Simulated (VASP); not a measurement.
Write the native input for VASP 6.6.1 that does the following.

```yaml
Task: single point
Functional: PBE
Potentials_or_basis: VASP PAW PBE potentials, release 64 (Sn_d, Te)
Cutoff: 520 eV
k_mesh: 10 × 10 × 10
Occupations: gaussian, width 0.1 eV
Spin: no spin polarisation
Dipole_correction: no
Further_INCAR_settings: ALGO = Normal; EDIFF = 1e-06; NBANDS = 17
```

The structure of SnTe lies in POSCAR:

```
SnTe
1.0
    3.9679951870     -0.1171410000     -0.0347518300
   -0.1171410000      3.9668237770      0.0217101320
   -0.0347518300      0.0217101320      3.8474180510
Sn Te
1 1
Direct
   -0.0076984147     -0.0016902707     -0.0131892335
    0.5076984147      0.5016902707      0.5131892335
```

This cell differs from its parent crystal: atoms moved at random and the cell strained at random.

One way to write it, as run:

INCAR

```
ALGO = Normal
EDIFF = 1E-6
ENCUT = 520
GGA = PE
ISIF = 2
ISMEAR = 0
LASPH = T
LCHARG = F
LREAL = F
LWAVE = F
NBANDS = 17
NELM = 100
PREC = Accurate
SIGMA = 0.1
```

KPOINTS

```
k-points
0
Gamma
  10 10 10
```

Potentials or basis: VASP PAW PBE potentials, release 64 (Sn_d, Te).

Run with:

```bash
$ cat potpaw_PBE.64/Sn_d/POTCAR potpaw_PBE.64/Te/POTCAR > POTCAR
$ mpirun -np 1 vasp_std > vasp.out
```

It gave:

```json
{
  "Pressure": "-0.9 GPa",
  "Largest force": "0.063 eV/Å",
  "Band gap on the k mesh": "zero (band 10 reaches 7.30 eV, above the bottom of band 11 at 5.51 eV)"
}
```

Caveat: the cell differs from its parent crystal (atoms moved at random and the cell strained at random); spin-orbit coupling is left out, which moves the levels of the heavy elements.

Wall time 5 min on 1 thread of Intel(R) Xeon(R) Platinum 8259CL CPU @ 2.50GHz (Skylake/Cascade Lake), on a shared host, peak memory 0.6 GiB.
